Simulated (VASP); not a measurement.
WS2, a slab with vacuum:

```xyz
6
Lattice="3.1832 0.0000 0.0000 -1.5916 2.7567 0.0000 0.0000 0.0000 23.6688" Properties=species:S:1:pos:R:3 pbc="T T T"
W     1.5916    0.9189    8.5842
W     0.0000    1.8378   15.0845
S     1.5916    0.9189   16.6435
S     0.0000    1.8378   10.1434
S     1.5916    0.9189   13.5253
S     0.0000    1.8378    7.0253
```

Base run:

- Program: VASP 6.6.1
- Functional: LDA
- Potentials or basis: VASP PAW LDA potentials, release 64 (W_sv, S)
- Cutoff: 520 eV
- k mesh: 10 × 10 × 2
- Occupations: fermi-dirac, width 0.05 eV
- Spin: no spin polarisation

Its results: band gap on the k mesh 1.62 eV, indirect (least direct gap 2.12 eV); largest force 0.348 eV/Å.

Q: The run is repeated on the same cell with these changes: k mesh from 10 × 10 × 2 to 12 × 12 × 2; occupations from fermi-dirac, width 0.05 eV to gaussian, width 0.01 eV. What comes out?

A: Band gap on the k mesh 1.45 eV, indirect (least direct gap 1.76 eV); largest force 0.347 eV/Å.

Caveats: spin-orbit coupling is left out, which moves the levels of the heavy elements.

A k mesh can miss the band edges.
